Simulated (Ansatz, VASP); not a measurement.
## SiC: VASP beside Ansatz

```
CELL_PARAMETERS angstrom
3.04501 0.00000 0.00000
-1.52251 2.63706 0.00000
0.00000 0.00000 5.05838
ATOMIC_POSITIONS crystal
Si 0.33333 0.66667 0.00530
Si 0.66667 0.33333 0.50530
C 0.33333 0.66667 0.37970
C 0.66667 0.33333 0.87970
```

Change from the starting cell: film at in-plane strain -0.01.

Alike in both runs: task single point; functional PBEsol; k mesh 8 × 8 × 6; no spin polarisation.

```csv
,VASP,Ansatz
version,VASP 6.6.1,Ansatz 0.2.0
potentials or method,"VASP PAW PBE potentials, release 64 (Si, C), cutoff 520 eV","all-electron LAPW, scalar-relativistic"
occupations,"gaussian, width 0.01 eV",fixed
```

|  | VASP | Ansatz | Ansatz less VASP |
| --- | --- | --- | --- |
| gap on the k mesh at the Fermi level (eV) | 2.25 | 2.26 | +0.012 |
| pressure (GPa) | 4.6 | 4.2 | -0.44 |
| traceless stress, the component that is largest in VASP (GPa) | -4.24 | -4.18 | +0.061 |

VASP's potentials were made for PBE, not for PBEsol. Ansatz ran all-electron here, and VASP with PAW potentials.
